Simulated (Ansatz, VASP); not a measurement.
# Ir: VASP beside Ansatz

```
CELL_PARAMETERS angstrom
0.00000 1.96840 1.96840
1.96840 0.00000 1.96840
1.96840 1.96840 0.00000
ATOMIC_POSITIONS crystal
Ir 0.00000 0.00000 0.00000
```

Alike in both runs: task single point; functional BLYP; k mesh 14 × 14 × 14; occupations fermi-dirac, width 0.05 eV; non-collinear spin, spin-orbit coupling.

|  | VASP | Ansatz |
| --- | --- | --- |
| version | VASP 6.6.1 | Ansatz 0.2.0 |
| potentials or method | VASP PAW PBE potentials, release 64 (Ir), cutoff 520 eV | plane waves (420 eV) with PAW, fully relativistic with spin-orbit coupling |
| valence electrons in the cell | 9 | 17 |

```csv
,VASP,Ansatz,Ansatz less VASP
net moment per atom (μB),0.00,0.00,0.000
```

VASP's potentials were made for PBE, not for BLYP. VASP's potentials hold 9 valence electrons a cell and Ansatz's 17, so a difference there can come from the potentials and not from the codes. Ansatz's warnings: seeded moment not kept.
